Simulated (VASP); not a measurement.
A run of VASP 6.6.1:

File INCAR:

```
SYSTEM = Zn
PREC = Accurate
ENCUT = 520
EDIFF = 1E-7
ISMEAR = 0
SIGMA = 0.1
LREAL = .FALSE.
LASPH = .TRUE.
NELM = 60
ALGO = Normal
ISIF = 2
LWAVE = .FALSE.
LCHARG = .FALSE.
GGA = PE
NBANDS = 12
```

The input KPOINTS:

```
regular mesh
0
G
  10 10 10
  0 0 0
```

Contents of POSCAR:

```
Zn
1.0
   -1.5690370000      1.5690370000      1.5690370000
    1.5690370000     -1.5690370000      1.5690370000
    1.5690370000      1.5690370000     -1.5690370000
Zn
1
Direct
    0.0000000000      0.0000000000      0.0000000000
```

Potentials or basis: VASP PAW PBE potentials, release 64 (Zn).

Run with:

```console
$ cat potpaw_PBE.64/Zn/POTCAR > POTCAR
$ mpirun -np 1 vasp_std > vasp.out
```

Hardware: 1 thread of Intel(R) Xeon(R) Platinum 8259CL CPU @ 2.50GHz (Skylake/Cascade Lake), on a shared host.

Estimate the wall time of this run.

Run time: 10 s on 1 thread of Intel(R) Xeon(R) Platinum 8259CL CPU @ 2.50GHz (Skylake/Cascade Lake) (shared host), peak memory 0.12 GiB. Counts: scf iterations 12, k points 47.
